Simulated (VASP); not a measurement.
# Fe (P6/mmm) in VASP: single point with PBE

Aim: the single point of Fe with PBE.

Everything below comes from runs of VASP 6.6.1. Logs are shortened: lines on timing, memory, paths and dates and some standing lists are left out, and cuts for length are marked.

**1. The cell of the first run**

It takes space group P6/mmm (No. 191, hexagonal). Conventional cell: a = 2.479 Å, b = 2.479 Å, c = 2.381 Å, α = 90.00°, β = 90.00°, γ = 120.00°. Fe (site symmetry 6/mmm) has 8 Fe at 2.38 to 2.48 Å within 3.1 Å.

This isn't the form of Fe at room conditions, which is bcc.

**2. Single point, PBE, collinear spin, ferromagnetic start**

Input file INCAR:

```
SYSTEM = Fe
  ALGO = Normal
  EDIFF = 1E-6
  ENCUT = 520
  GGA = PE
  ISIF = 2
  ISMEAR = -1
  ISPIN = 2
  LASPH = .TRUE.
  LCHARG = .TRUE.
  LELF = .TRUE.
  LMAXMIX = 4
  LORBIT = 11
  LREAL = .FALSE.
  LVHAR = .TRUE.
  LWAVE = .FALSE.
  MAGMOM = 2.5
  NBANDS = 14
  NELM = 150
  PREC = Accurate
  SIGMA = 0.08
```

Input file KPOINTS:

```
k-points
0
G
  18 18 16
  0 0 0
```

Input file POSCAR:

```
Fe
1.0
    2.4793108802      0.0000000000      0.0000000000
   -1.2396554401      2.1471462061      0.0000000000
    0.0000000000      0.0000000000      2.3812366846
Fe
1
Direct
    0.0000000000      0.0000000000      0.0000000000
```

Potentials or basis: VASP PAW PBE potentials, release 64 (Fe).

Started as:

```sh
$ cat potpaw_PBE.64/Fe/POTCAR > POTCAR
$ mpirun -np 1 vasp_std > vasp.out
```

OUTCAR:

```text
SYSTEM = Fe
   EDIFF = 1E-6
   ENCUT = 520
   GGA = PE
   ISIF = 2
   ISMEAR = -1
   ISPIN = 2
   LASPH = .TRUE.
   LORBIT = 11
   LREAL = .FALSE.
   NELM = 150
   PREC = Accurate

 ion  position               nearest neighbor table
   1  0.000  0.000  0.000-

  LATTYP: Found a hexagonal cell.
 ALAT       =     2.4793108802
 C/A-ratio  =     0.9604429616

  Lattice vectors:

 A1 = (   2.4793108802,   0.0000000000,   0.0000000000)
 A2 = (  -1.2396554401,   2.1471462061,   0.0000000000)
 A3 = (   0.0000000000,   0.0000000000,   2.3812366846)

Analysis of symmetry for initial positions (statically):
=====================================================================
 Subroutine PRICEL returns:
 Original cell was already a primitive cell.

 Routine SETGRP: Setting up the symmetry group for a
 hexagonal supercell.

 Subroutine GETGRP returns: Found 24 space group operations
 (whereof 24 operations were pure point group operations)
 out of a pool of 24 trial point group operations.

The static configuration has the point symmetry D_6h.

Analysis of symmetry for dynamics (positions and initial velocities):
=====================================================================
 Subroutine PRICEL returns:
 Original cell was already a primitive cell.

 Routine SETGRP: Setting up the symmetry group for a
 hexagonal supercell.

 Subroutine GETGRP returns: Found 24 space group operations
 (whereof 24 operations were pure point group operations)
 out of a pool of 24 trial point group operations.

The dynamic configuration has the point symmetry D_6h.

Analysis of structural, dynamic, and magnetic symmetry:
=====================================================================
 Subroutine PRICEL returns:
 Original cell was already a primitive cell.

 Routine SETGRP: Setting up the symmetry group for a
 hexagonal supercell.

 Subroutine GETGRP returns: Found 24 space group operations
 (whereof 24 operations were pure point group operations)
 out of a pool of 24 trial point group operations.

The overall configuration has the point symmetry D_6h.

 Subroutine INISYM returns: Found 24 space group operations
 (whereof 24 operations are pure point group operations),
 and found     1 'primitive' translations

----------------------------------------------------------------------------------------

                                     Primitive cell

  volume of cell :      12.6764

  direct lattice vectors                    reciprocal lattice vectors
     2.479310880  0.000000000  0.000000000     0.403337882  0.232867235  0.000000000
    -1.239655440  2.147146206  0.000000000     0.000000000  0.465734470  0.000000000
     0.000000000  0.000000000  2.381236685     0.000000000  0.000000000  0.419949855

  length of vectors
     2.479310880  2.479310880  2.381236685     0.465734470  0.465734470  0.419949855

  position of ions in fractional coordinates (direct lattice)
     0.000000000  0.000000000  0.000000000

  ion indices of the primitive-cell ions
   primitive index   ion index
                 1           1

----------------------------------------------------------------------------------------

 KPOINTS: k-points

Automatic generation of k-mesh.
 Grid dimensions read from file:
 generate k-points for:   18   18   16

 Generating k-lattice:

  Cartesian coordinates                     Fractional coordinates (reciprocal lattice)
     0.022407660  0.012937069  0.000000000     0.055555556 -0.000000000  0.000000000
     0.000000000  0.025874137  0.000000000     0.000000000  0.055555556  0.000000000
     0.000000000  0.000000000  0.026246866     0.000000000  0.000000000  0.062500000

  Length of vectors
     0.025874137  0.025874137  0.026246866

  Shift w.r.t. Gamma in fractional coordinates (k-lattice)
     0.000000000  0.000000000  0.000000000

 Subroutine IBZKPT returns following result:
 ===========================================

 Found    333 irreducible k-points:

 Following reciprocal coordinates:
            Coordinates               Weight
  0.000000  0.000000  0.000000      1.000000
  0.055556 -0.000000  0.000000      6.000000
  0.111111 -0.000000  0.000000      6.000000
  0.166667 -0.000000  0.000000      6.000000
  0.222222 -0.000000  0.000000      6.000000
  0.277778  0.000000  0.000000      6.000000
[... 16 lines left out ...]
  0.333333  0.111111  0.000000     12.000000
  0.388889  0.111111  0.000000     12.000000
 [... further k-points ...]
   k-points           NKPTS =    333   k-points in BZ     NKDIM =    333   number of bands    NBANDS=     14
   number of dos      NEDOS =    301   number of ions     NIONS =      1
   total plane-waves  NPLWV =   5832
   dimension x,y,z NGX =    18 NGY =   18 NGZ =   18
   dimension x,y,z NGXF=    36 NGYF=   36 NGZF=   36
   ions per type =               1
   NGX,Y,Z   is equivalent  to a cutoff of  12.07, 12.07, 12.57 a.u.
   NGXF,Y,Z  is equivalent  to a cutoff of  24.14, 24.14, 25.13 a.u.
 SYSTEM =  Fe
   PREC   = accura    normal or accurate (medium, high low for compatibility)
   ISTART =      0    job   : 0-new  1-cont  2-samecut
   ICHARG =      2    charge: 1-file 2-atom 10-const
   ISPIN  =      2    spin polarized calculation?
   LNONCOLLINEAR =      F non collinear calculations
   LSORBIT =      F    spin-orbit coupling
   LASPH  =      T    aspherical Exc in radial PAW
   ENCUT  =  520.0 eV  38.22 Ry    6.18 a.u.   4.61  4.61  4.43*2*pi/ulx,y,z
   NELM   =    150;   NELMIN=  2; NELMDL= -5     # of ELM steps
   EDIFF  = 0.1E-05   stopping-criterion for ELM
   LREAL  =      F    real-space projection
   EDIFFG = 0.1E-04   stopping-criterion for IOM
   NSW    =      0    number of steps for IOM
   IBRION =     -1    ionic relax: 0-MD 1-quasi-New 2-CG
   NFREE  =      0    steps in history (QN), initial steepest desc. (CG)
   ISIF   =      2    stress and relaxation
   ISYM   =      2    0-nonsym 1-usesym 2-fastsym
   POTIM  = 0.5000    time-step for ionic-motion
   TEBEG  =    0.0;   TEEND  =   0.0 temperature during run
   PSTRESS=    0.0 pullay stress
   NELECT =       8.0000    total number of electrons
   NUPDOWN=      -1.0000    fix difference up-down
   EMIN   =  10.00;   EMAX   =-10.00  energy-range for DOS
   EFERMI =   0.00;   METHOD = LEGACY
   ISMEAR =    -1;   SIGMA  =   0.08  broadening in eV -4-tet -1-fermi 0-gaus
   EFERMI_NEDOS =   21; number of points for ismear=-14 and -15
   IALGO  =     38    algorithm
   IMIX   =      4    mixing-type and parameters
     AMIX     =   0.40;   BMIX     =  1.00
     AMIX_MAG =   1.60;   BMIX_MAG =  1.00
  volume/ion in A,a.u.               =      12.68        85.54
  Fermi-wavevector in a.u.,A,eV,Ry     =   1.404235  2.653619 26.828998  1.971876
  Thomas-Fermi vector in A             =   2.526817
   LORBIT       =     11    0 simple, 1 ext, 2 COOP (PROOUT), +10 PAW based schemes
   GGA     = PE    functional components
   LHFCALC =     F    Hartree Fock is set to
   AEXX    =    0.0000 exact exchange contribution
   IVDW    =     0    specifies the selected vdW correction
   LEPSILON=     F    determine dielectric tensor
   LRPA    =     F    only Hartree local field effects (RPA)
 spin polarized calculation
  energy-cutoff  :      520.00
  volume of cell :       12.68
 maximum number of plane-waves:       357
   NGX =  9   NGY =  9   NGZ =  9

 number of electron       8.0000000 magnetization       2.4633177

 Free energy of the ion-electron system (eV)
  ---------------------------------------------------
  ext. energy  EPLUGINS =         0.00000000
  ---------------------------------------------------
  free energy    TOTEN  =        -7.78394555 eV

  energy without entropy =       -7.76213979  energy(sigma->0) =       -7.77304267

 E-fermi :   5.1020     XC(G=0): -12.4424

 val. band max:        5.1006136128   @ k =   0.1111  -0.0000   0.3750
 cond. band min:       5.1119182976   @ k =   0.1111  -0.0000   0.5000
 fundamental gap:      0.0113046848
 Fermi energy:         5.1020151427

 spin component 1

 k-point     1 :       0.0000    0.0000    0.0000
  band No.  band energies     occupation
      1      -3.0346      1.00000
      2       1.0916      1.00000
      3       2.7501      1.00000
      4       2.7501      1.00000
      5       4.3681      0.99990
      6       4.3681      0.99990
      7      23.1337      0.00000
      8      26.7415      0.00000
      9      28.2299      0.00000
     10      30.2584      0.00000
     11      30.2584      0.00000
     12      32.1251      0.00000
     13      32.1251      0.00000
     14      39.0666      0.00000

 k-point     2 :       0.0556   -0.0000    0.0000
  band No.  band energies     occupation
      1      -2.9233      1.00000
      2       1.1215      1.00000
      3       2.7019      1.00000
      4       2.8076      1.00000
      5       4.3264      0.99994
      6       4.3605      0.99991
      7      23.2892      0.00000
      8      26.1920      0.00000
      9      28.1568      0.00000
     10      29.1787      0.00000
     11      29.1865      0.00000
     12      33.3020      0.00000
     13      33.5404      0.00000
     14      39.7317      0.00000
[... 343 lines left out ...]
      1       0.5478      1.00000
      2       1.5843      1.00000
      3       2.9357      1.00000
      4       3.3067      1.00000
      5       4.0640      1.00000
      6       5.4407      0.01430
      7      13.0084      0.00000
      8      18.9863      0.00000
      9      29.3775      0.00000
     10      29.9002      0.00000
     11      30.1297      0.00000
     12      36.8268      0.00000
     13      38.4493      0.00000
     14      41.0179      0.00000

 k-point    24 :       0.3889    0.1111    0.0000
  band No.  band energies     occupation
      1       0.5963      1.00000
      2       1.6979      1.00000
      3       3.2253      1.00000
      4       3.4208      1.00000
      5       4.0351      1.00000
      6       6.0953      0.00000
      7      11.4031      0.00000
      8      18.5906      0.00000
      9      29.6221      0.00000
     10      29.9605      0.00000
     11      31.4628      0.00000
     12      35.1154      0.00000
     13      37.5661      0.00000
     14      41.9528      0.00000

 [... further k-points ...]

 spin component 2

 k-point     1 :       0.0000    0.0000    0.0000
  band No.  band energies     occupation
      1      -2.7391      1.00000
      2       2.5922      1.00000
      3       4.9722      0.83511
      4       4.9722      0.83511
      5       7.6075      0.00000
      6       7.6075      0.00000
      7      23.7997      0.00000
      8      26.4749      0.00000
      9      28.6431      0.00000
     10      31.2181      0.00000
     11      31.2181      0.00000
     12      32.6320      0.00000
     13      32.6320      0.00000
     14      39.2803      0.00000

 k-point     2 :       0.0556   -0.0000    0.0000
  band No.  band energies     occupation
      1      -2.6275      1.00000
      2       2.6249      1.00000
      3       4.9083      0.91848
      4       5.0358      0.69582
      5       7.5549      0.00000
      6       7.5986      0.00000
      7      23.9654      0.00000
      8      26.0803      0.00000
      9      28.6191      0.00000
     10      29.8882      0.00000
     11      30.0070      0.00000
     12      33.9458      0.00000
     13      34.0476      0.00000
     14      40.0075      0.00000
[... 343 lines left out ...]
      1       1.5790      1.00000
      2       3.1719      1.00000
      3       4.1489      0.99999
      4       6.3178      0.00000
      5       7.2459      0.00000
      6       7.5823      0.00000
      7      14.0996      0.00000
      8      19.6558      0.00000
      9      29.4708      0.00000
     10      30.5774      0.00000
     11      30.7469      0.00000
     12      37.4615      0.00000
     13      38.4538      0.00000
     14      41.5289      0.00000

 k-point    24 :       0.3889    0.1111    0.0000
  band No.  band energies     occupation
      1       1.9374      1.00000
      2       3.2467      1.00000
      3       4.4407      0.99974
      4       6.2225      0.00000
      5       7.2115      0.00000
      6       7.9954      0.00000
      7      12.7046      0.00000
      8      19.2390      0.00000
      9      29.6919      0.00000
     10      30.4002      0.00000
     11      32.2987      0.00000
     12      35.8224      0.00000
     13      37.5913      0.00000
     14      42.4434      0.00000

 [... further k-points ...]
[... 5 lines left out ...]
  --------------------------------------------------------------------------------------
  -------------------------------------------------------------------------------------
  Total       -0.0036662     -0.0036662     -0.0411132     -0.0000000     -0.0000000     -0.0000000
  in kB       -0.4633784     -0.4633784     -5.1963289     -0.0000000     -0.0000000     -0.0000000
  external PRESSURE =      -2.0410285 kB  Pullay stress =       0.0000000 kB

 VOLUME and BASIS-vectors are now :
 -----------------------------------------------------------------------------
  energy-cutoff  :      520.00
  volume of cell :       12.68
      direct lattice vectors                 reciprocal lattice vectors
     2.479310880  0.000000000  0.000000000     0.403337882  0.232867235  0.000000000
    -1.239655440  2.147146206  0.000000000     0.000000000  0.465734470  0.000000000
     0.000000000  0.000000000  2.381236685     0.000000000  0.000000000  0.419949855

 POSITION                                       TOTAL-FORCE (eV/Angst)
 -----------------------------------------------------------------------------------
      0.00000      0.00000      0.00000         0.000000      0.000000      0.000000
 -----------------------------------------------------------------------------------
    total drift:                               -0.000000      0.000000      0.000000

  FREE ENERGIE OF THE ION-ELECTRON SYSTEM (eV)
  ---------------------------------------------------
  free  energy   TOTEN  =        -7.7839455527 eV

  energy  without entropy=       -7.7621397906  energy(sigma->0) =       -7.77304267

 total charge

# of ion       s       p       d       tot
------------------------------------------
    1        0.485   0.454   6.233   7.172

 magnetization (x)

# of ion       s       p       d       tot
------------------------------------------
    1        0.001  -0.018   2.470   2.453
```

Run time: 42 s. Hardware: 1 thread of Intel Xeon 6975P-C (Granite Rapids), shared host; peak memory 0.2 GiB.

Results:

| Item | Value |
| --- | --- |
| Free energy | -7.7839 eV |
| Pressure | -0.2 GPa |
| Net moment | 2.46 μB per cell |
| Site moments | Fe +2.45 μB |
| Valence electrons inside the program's atomic spheres | Fe 7.17 |

Stress tensor (GPa, compression positive):
```
-0.05  0.00  0.00
 0.00 -0.05  0.00
 0.00  0.00 -0.52
```
